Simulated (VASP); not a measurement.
# Hf (I4/mmm) in VASP: notebook

Runs on Hf. Level: r2SCAN. Tasks: single point.

Everything below comes from runs of VASP 6.6.1. Logs are shortened: lines on timing, memory, paths and dates and some standing lists are left out, and cuts for length are marked.

### 1 The cell of the first run

The structure is tetragonal, space group I4/mmm (No. 139). Conventional cell: a = 2.954 Å, b = 2.954 Å, c = 5.014 Å, α = 90.00°, β = 90.00°, γ = 90.00°. Within 3.9 Å of Hf (site symmetry 4/mmm) lie 12 Hf at 2.95 to 3.26 Å.

### 2 Single point, r2SCAN

The input, POSCAR:

```
Hf
1.0
    0.0000000000      2.0890999841      2.5069199809
    2.0890999841      0.0000000000      2.5069199809
    2.0890999841      2.0890999841      0.0000000000
Hf
1
Direct
    0.0000000000      0.0000000000      0.0000000000
```

The input, INCAR.step1:

```
SYSTEM = Hf
PREC     = Accurate       ! precision mode
ENCUT    = 520            ! plane-wave cutoff, eV
ISMEAR   = 0              ! smearing method
SIGMA    = 0.15           ! smearing width, eV
LREAL    = .False.        ! projectors in reciprocal space
LASPH    = .True.         ! aspherical terms in the spheres
NELM     = 60             ! most SCF steps
NBANDS   = 11             ! bands
GGA      = PE             ! functional
ALGO     = Normal         ! electronic algorithm
EDIFF    = 1E-4           ! SCF threshold, eV
LWAVE    = .True.         ! write WAVECAR
LCHARG   = .False.        ! write CHGCAR
```

The input, INCAR.step2:

```
SYSTEM = Hf
PREC     = Accurate       ! precision mode
ENCUT    = 520            ! plane-wave cutoff, eV
EDIFF    = 1E-6           ! SCF threshold, eV
ISMEAR   = 0              ! smearing method
SIGMA    = 0.15           ! smearing width, eV
LREAL    = .False.        ! projectors in reciprocal space
LASPH    = .True.         ! aspherical terms in the spheres
NELM     = 60             ! most SCF steps
ALGO     = Normal         ! electronic algorithm
ISIF     = 2              ! what is computed and relaxed
LWAVE    = .False.        ! write WAVECAR
LCHARG   = .True.         ! write CHGCAR
METAGGA  = R2SCAN         ! meta-GGA
LMIXTAU  = .True.       
LELF     = .True.         ! ELF
LVHAR    = .True.       
NBANDS   = 11             ! bands
ISTART   = 1
```

The input, KPOINTS:

```
Automatic mesh
0
Gamma
  20 20 20
  0 0 0
```

Potentials or basis: VASP PAW PBE potentials, release 64 (Hf_pv).

Started as:

```bash
$ cat potpaw_PBE.64/Hf_pv/POTCAR > POTCAR
$ cp INCAR.step1 INCAR
$ mpirun -np 1 vasp_std > vasp.out
$ cp INCAR.step2 INCAR
$ mpirun -np 1 vasp_std > vasp.out
```

OUTCAR:

```text
SYSTEM = Hf
   PREC = Accurate
   ENCUT = 520
   EDIFF = 1E-6
   ISMEAR = 0
   LREAL = .False.
   LASPH = .True.
   NELM = 60
   ISIF = 2
   METAGGA = R2SCAN
   ISTART = 1

 ion  position               nearest neighbor table
   1  0.000  0.000  0.000-

  LATTYP: Found a body centered tetragonal cell.
 ALAT       =     2.9544335307
 C/A-ratio  =     1.6970562748

  Lattice vectors:

 A1 = (  -2.0890999841,   0.0000000000,   2.5069199809)
 A2 = (   2.0890999841,   0.0000000000,   2.5069199809)
 A3 = (   0.0000000000,   2.0890999841,  -2.5069199809)

Analysis of symmetry for initial positions (statically):
=====================================================================
 Subroutine PRICEL returns:
 Original cell was already a primitive cell.

 Routine SETGRP: Setting up the symmetry group for a
 body centered tetragonal supercell.

 Subroutine GETGRP returns: Found 16 space group operations
 (whereof 16 operations were pure point group operations)
 out of a pool of 16 trial point group operations.

The static configuration has the point symmetry D_4h.

Analysis of symmetry for dynamics (positions and initial velocities):
=====================================================================
 Subroutine PRICEL returns:
 Original cell was already a primitive cell.

 Routine SETGRP: Setting up the symmetry group for a
 body centered tetragonal supercell.

 Subroutine GETGRP returns: Found 16 space group operations
 (whereof 16 operations were pure point group operations)
 out of a pool of 16 trial point group operations.

The dynamic configuration has the point symmetry D_4h.

 Subroutine INISYM returns: Found 16 space group operations
 (whereof 16 operations are pure point group operations),
 and found     1 'primitive' translations

----------------------------------------------------------------------------------------

                                     Primitive cell

  volume of cell :      21.8821

  direct lattice vectors                    reciprocal lattice vectors
     0.000000000  2.089099984  2.506919981    -0.239337516  0.239337516  0.199447930
     2.089099984  0.000000000  2.506919981     0.239337516 -0.239337516  0.199447930
     2.089099984  2.089099984  0.000000000     0.239337516  0.239337516 -0.199447930

  length of vectors
     3.263278495  3.263278495  2.954433531     0.392866860  0.392866860  0.392866860

  position of ions in fractional coordinates (direct lattice)
     0.000000000  0.000000000  0.000000000

  ion indices of the primitive-cell ions
   primitive index   ion index
                 1           1

----------------------------------------------------------------------------------------

 KPOINTS: Automatic mesh

Automatic generation of k-mesh.
 Grid dimensions read from file:
 generate k-points for:   20   20   20

 Generating k-lattice:

  Cartesian coordinates                     Fractional coordinates (reciprocal lattice)
    -0.011966876  0.011966876  0.009972396     0.050000000  0.000000000  0.000000000
     0.011966876 -0.011966876  0.009972396     0.000000000  0.050000000  0.000000000
     0.011966876  0.011966876 -0.009972396     0.000000000  0.000000000  0.050000000

  Length of vectors
     0.019643343  0.019643343  0.019643343

  Shift w.r.t. Gamma in fractional coordinates (k-lattice)
     0.000000000  0.000000000  0.000000000

 Subroutine IBZKPT returns following result:
 ===========================================

 Found    641 irreducible k-points:

 Following reciprocal coordinates:
            Coordinates               Weight
  0.000000  0.000000  0.000000      1.000000
  0.050000 -0.000000  0.000000      8.000000
  0.100000 -0.000000  0.000000      8.000000
  0.150000  0.000000  0.000000      8.000000
  0.200000 -0.000000  0.000000      8.000000
  0.250000  0.000000  0.000000      8.000000
[... 16 lines left out ...]
 -0.400000  0.050000  0.000000      8.000000
 -0.350000  0.050000  0.000000      8.000000
 [... further k-points ...]
   k-points           NKPTS =    641   k-points in BZ     NKDIM =    641   number of bands    NBANDS=     11
   number of dos      NEDOS =    301   number of ions     NIONS =      1
   total plane-waves  NPLWV =  13824
   dimension x,y,z NGX =    24 NGY =   24 NGZ =   24
   dimension x,y,z NGXF=    48 NGYF=   48 NGZF=   48
   ions per type =               1
   NGX,Y,Z   is equivalent  to a cutoff of  12.23, 12.23, 13.50 a.u.
   NGXF,Y,Z  is equivalent  to a cutoff of  24.45, 24.45, 27.01 a.u.
 SYSTEM =  Hf
   PREC   = accura    normal or accurate (medium, high low for compatibility)
   ISTART =      1    job   : 0-new  1-cont  2-samecut
   ICHARG =      0    charge: 1-file 2-atom 10-const
   ISPIN  =      1    spin polarized calculation?
   LNONCOLLINEAR =      F non collinear calculations
   LSORBIT =      F    spin-orbit coupling
   LASPH  =      T    aspherical Exc in radial PAW
   ENCUT  =  520.0 eV  38.22 Ry    6.18 a.u.   6.07  6.07  5.49*2*pi/ulx,y,z
   NELM   =     60;   NELMIN=  2; NELMDL=  0     # of ELM steps
   EDIFF  = 0.1E-05   stopping-criterion for ELM
   LREAL  =      F    real-space projection
   EDIFFG = 0.1E-04   stopping-criterion for IOM
   NSW    =      0    number of steps for IOM
   IBRION =     -1    ionic relax: 0-MD 1-quasi-New 2-CG
   NFREE  =      0    steps in history (QN), initial steepest desc. (CG)
   ISIF   =      2    stress and relaxation
   ISYM   =      2    0-nonsym 1-usesym 2-fastsym
   POTIM  = 0.5000    time-step for ionic-motion
   TEBEG  =    0.0;   TEEND  =   0.0 temperature during run
   PSTRESS=    0.0 pullay stress
   NELECT =      10.0000    total number of electrons
   NUPDOWN=      -1.0000    fix difference up-down
   EMIN   =  10.00;   EMAX   =-10.00  energy-range for DOS
   EFERMI =   0.00;   METHOD = LEGACY
   ISMEAR =     0;   SIGMA  =   0.15  broadening in eV -4-tet -1-fermi 0-gaus
   EFERMI_NEDOS =   21; number of points for ismear=-14 and -15
   IALGO  =     38    algorithm
   IMIX   =      4    mixing-type and parameters
     AMIX     =   0.40;   BMIX     =  1.00
     AMIX_MAG =   1.60;   BMIX_MAG =  1.00
  volume/ion in A,a.u.               =      21.88       147.67
  Fermi-wavevector in a.u.,A,eV,Ry     =   1.260991  2.382927 21.634588  1.590097
  Thomas-Fermi vector in A             =   2.394472
   LORBIT       =      0    0 simple, 1 ext, 2 COOP (PROOUT), +10 PAW based schemes
   METAGGA = R2SCAN    functional components
   LHFCALC =     F    Hartree Fock is set to
   AEXX    =    0.0000 exact exchange contribution
   IVDW    =     0    specifies the selected vdW correction
   LEPSILON=     F    determine dielectric tensor
   LRPA    =     F    only Hartree local field effects (RPA)
 non-spin polarized calculation
 Gauss-broadening in eV      SIGMA  =   0.15
  energy-cutoff  :      520.00
  volume of cell :       21.88
 maximum number of plane-waves:       613
   NGX = 13   NGY = 13   NGZ = 11

 number of electron      10.0000001 magnetization

 Free energy of the ion-electron system (eV)
  ---------------------------------------------------
  ext. energy  EPLUGINS =         0.00000000
  ---------------------------------------------------
  free energy    TOTEN  =       -44.98289823 eV

  energy without entropy =      -44.96551702  energy(sigma->0) =      -44.97420762

 E-fermi :   4.6786     XC(G=0): -12.2798

 val. band max:        4.6751971591   @ k =   0.4500   0.2500   0.1500
 cond. band min:       4.6787757923   @ k =  -0.1500   0.1000   0.2500
 fundamental gap:      0.0035786332
 Fermi energy:         4.6785970044

 k-point     1 :       0.0000    0.0000    0.0000
  band No.  band energies     occupation
      1     -26.3388      2.00000
      2     -26.2997      2.00000
      3     -26.2997      2.00000
      4      -2.8451      2.00000
      5       5.0003      0.00242
      6       7.3786      0.00000
      7       7.3786      0.00000
      8       7.3906      0.00000
      9      10.9104      0.00000
     10      16.7841      0.00000
     11      17.1778      0.00000

 k-point     2 :       0.0500   -0.0000    0.0000
  band No.  band energies     occupation
      1     -26.3476      2.00000
      2     -26.3217      2.00000
      3     -26.3000      2.00000
      4      -2.7502      2.00000
      5       5.0328      0.00084
      6       7.2345      0.00000
      7       7.4133      0.00000
      8       7.4244      0.00000
      9      10.8167      0.00000
     10      16.7841      0.00000
     11      17.3924      0.00000

 k-point     3 :       0.1000   -0.0000    0.0000
  band No.  band energies     occupation
      1     -26.4083      2.00000
      2     -26.3493      2.00000
      3     -26.3006      2.00000
      4      -2.4722      2.00000
      5       5.1110      0.00005
      6       6.8530      0.00000
      7       7.5074      0.00000
      8       7.5549      0.00000
      9      10.5658      0.00000
     10      16.7840      0.00000
     11      17.9129      0.00000

 k-point     4 :       0.1500    0.0000    0.0000
  band No.  band energies     occupation
      1     -26.5224      2.00000
      2     -26.3711      2.00000
      3     -26.3015      2.00000
      4      -2.0310      2.00000
      5       5.1791      0.00000
      6       6.3635      0.00000
      7       7.7242      0.00000
      8       7.7448      0.00000
      9      10.2379      0.00000
     10      16.7840      0.00000
     11      18.3256      0.00000
[... 239 lines left out ...]
 k-point    22 :      -0.4500    0.0500    0.0000
  band No.  band energies     occupation
      1     -27.2896      2.00000
      2     -26.5217      2.00000
      3     -26.3080      2.00000
      4       1.0890      2.00000
      5       5.0252      0.00108
      6       5.1820      0.00000
      7       7.4130      0.00000
      8      10.9655      0.00000
      9      11.8872      0.00000
     10      15.3573      0.00000
     11      16.1928      0.00000

 k-point    23 :      -0.4000    0.0500    0.0000
  band No.  band energies     occupation
      1     -27.2555      2.00000
      2     -26.5089      2.00000
      3     -26.3040      2.00000
      4       0.9713      2.00000
      5       4.8001      0.25190
      6       5.2658      0.00000
      7       7.4832      0.00000
      8      10.6612      0.00000
      9      11.5824      0.00000
     10      15.5446      0.00000
     11      16.7772      0.00000

 k-point    24 :      -0.3500    0.0500    0.0000
  band No.  band energies     occupation
      1     -27.1798      2.00000
      2     -26.4887      2.00000
      3     -26.3001      2.00000
      4       0.6802      2.00000
      5       4.5727      1.68184
      6       5.4127      0.00000
      7       7.6360      0.00000
      8      10.2496      0.00000
      9      10.9423      0.00000
     10      15.8312      0.00000
     11      16.7839      0.00000

 [... further k-points ...]

------------------------ aborting loop because EDIFF is reached ----------------------------------------

  FORCE on cell =-STRESS in cart. coord.  units (eV):
  Direction    XX          YY          ZZ          XY          YZ          ZX
  --------------------------------------------------------------------------------------
  -------------------------------------------------------------------------------------
  Total        0.7105500      0.7105500     -0.7996394      0.0000000      0.0000000     -0.0000000
  in kB       52.0255089     52.0255089    -58.5485067      0.0000000      0.0000000     -0.0000000
  external PRESSURE =      15.1675037 kB  Pullay stress =       0.0000000 kB

 VOLUME and BASIS-vectors are now :
 -----------------------------------------------------------------------------
  energy-cutoff  :      520.00
  volume of cell :       21.88
      direct lattice vectors                 reciprocal lattice vectors
     0.000000000  2.089099984  2.506919981    -0.239337516  0.239337516  0.199447930
     2.089099984  0.000000000  2.506919981     0.239337516 -0.239337516  0.199447930
     2.089099984  2.089099984  0.000000000     0.239337516  0.239337516 -0.199447930

 POSITION                                       TOTAL-FORCE (eV/Angst)
 -----------------------------------------------------------------------------------
      0.00000      0.00000      0.00000         0.000000      0.000000      0.000000
 -----------------------------------------------------------------------------------
    total drift:                                0.000000      0.000000     -0.000000

  FREE ENERGIE OF THE ION-ELECTRON SYSTEM (eV)
  ---------------------------------------------------
  free  energy   TOTEN  =       -44.9828982256 eV

  energy  without entropy=      -44.9655170241  energy(sigma->0) =      -44.97420762
```

Run time: 4.1 min. Hardware: 1 thread of Intel Xeon 6975P-C, shared host; peak memory 0.28 GiB.

What came out:

```
Free energy            : -44.9829 eV
Pressure               : 1.5 GPa
Band gap on the k mesh : zero (band 5 reaches 5.89 eV, above the bottom of band 6 at 3.93 eV)
```

Stress tensor (GPa, compression positive):
```
 5.20  0.00  0.00
 0.00  5.20  0.00
 0.00  0.00 -5.85
```

Caveat: the PAW data sets were made with another functional, which shifts forces and pressure a little; spin-orbit coupling is left out, which moves the levels of the heavy elements.

### 3 Single point, r2SCAN

This run uses another cell than the first one, of the same volume but with other edges.

The input, POSCAR:

```
Hf
1.0
    0.0000000000      2.4116897647      1.8811180165
    2.4116897647      0.0000000000      1.8811180165
    2.4116897647      2.4116897647      0.0000000000
Hf
1
Direct
    0.0000000000      0.0000000000      0.0000000000
```

Edit INCAR.step1 of step 2 so:

```diff
@@ -7,3 +7,3 @@
 LASPH    = .True.         ! aspherical terms in the spheres
-NELM     = 60             ! most SCF steps
+NELM     = 80             ! most SCF steps
 NBANDS   = 11             ! bands
```

Edit INCAR.step2 of step 2 so:

```diff
@@ -8,3 +8,3 @@
 LASPH    = .True.         ! aspherical terms in the spheres
-NELM     = 60             ! most SCF steps
+NELM     = 80             ! most SCF steps
 ALGO     = Normal         ! electronic algorithm
@@ -12,7 +12,5 @@
 LWAVE    = .False.        ! write WAVECAR
-LCHARG   = .True.         ! write CHGCAR
+LCHARG   = .False.        ! write CHGCAR
 METAGGA  = R2SCAN         ! meta-GGA
 LMIXTAU  = .True.       
-LELF     = .True.         ! ELF
-LVHAR    = .True.       
 NBANDS   = 11             ! bands
```

KPOINTS is that of step 2.

Potentials or basis: VASP PAW PBE potentials, release 64 (Hf_pv).

Started as:

```bash
$ cat potpaw_PBE.64/Hf_pv/POTCAR > POTCAR
$ cp INCAR.step1 INCAR
$ mpirun -np 1 vasp_std > vasp.out
$ cp INCAR.step2 INCAR
$ mpirun -np 1 vasp_std > vasp.out
```

Run time: 4.6 min. Hardware: 1 thread of Intel Xeon 6975P-C, shared host; peak memory 0.28 GiB.

The run converged. Its results:

```
Free energy            : -44.9727 eV
Pressure               : 1.5 GPa
Band gap on the k mesh : zero (band 5 reaches 6.29 eV, above the bottom of band 6 at 3.92 eV)
```

Stress tensor (GPa, compression positive):
```
-0.17  0.00  0.00
 0.00 -0.17  0.00
 0.00  0.00  4.84
```

Levels at points of the mesh, in eV from the Fermi level:
| k point | band 2 | band 3 | band 4 | band 5 | band 6 | band 7 | band 8 | band 9 |
| --- | --- | --- | --- | --- | --- | --- | --- | --- |
| (0.00, 0.00, 0.00) | -30.94 | -30.94 | -7.50 | 1.45 | 1.45 | 2.58 | 3.78 | 5.28 |
| (0.50, 0.00, 0.00) | -31.19 | -30.94 | -3.63 | -0.01 | 0.73 | 3.65 | 5.72 | 7.90 |
| (0.50, 0.50, 0.00) | -31.49 | -31.49 | -2.99 | -2.70 | 6.06 | 7.06 | 7.33 | 7.33 |
| (0.50, 0.00, 0.50) | -31.27 | -31.00 | -3.50 | -1.21 | 1.35 | 5.53 | 6.04 | 8.19 |

Caveat: the PAW data sets were made with another functional, which shifts forces and pressure a little; spin-orbit coupling is left out, which moves the levels of the heavy elements.
